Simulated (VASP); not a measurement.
Input of a VASP 6.6.1 run:

INCAR

```
SYSTEM = Ir
PREC = Accurate
ENCUT = 520
EDIFF = 1E-7
ISMEAR = 1
SIGMA = 0.3
LREAL = .FALSE.
LASPH = .TRUE.
NELM = 80
ALGO = Normal
ISIF = 2
LWAVE = .FALSE.
LCHARG = .FALSE.
GGA = PS
NBANDS = 16
```

File KPOINTS:

```
Automatic mesh
0
G
  14 14 8
  0 0 0
```

POSCAR

```
Ir
1.0
    2.7513800000      0.0000000000      0.0000000000
   -1.3756900000      2.3827600000      0.0000000000
    0.0000000000      0.0000000000      4.4622900000
Ir
2
Direct
    0.6666666667      0.3333333333      0.7500000000
    0.3333333333      0.6666666667      0.2500000000
```

Potentials or basis: VASP PAW PBE potentials, release 64 (Ir).

The run is started by

```sh
$ cat potpaw_PBE.64/Ir/POTCAR > POTCAR
$ mpirun -np 1 vasp_std > vasp.out
```

**Question.** What does it give for the pressure?

**Answer.** -11.8 GPa.

**Question.** What does it give for the band gap on the k mesh?

**Answer.** Zero (band 9 reaches 10.71 eV, above the bottom of band 10 at 7.53 eV).

Stress tensor (GPa, compression positive):
```
-11.65   0.00   0.00
  0.00 -11.65   0.00
  0.00   0.00 -12.17
```

Caveat: the PAW data sets were made with another functional, which shifts forces and pressure a little; spin-orbit coupling is left out, which moves the levels of the heavy elements.
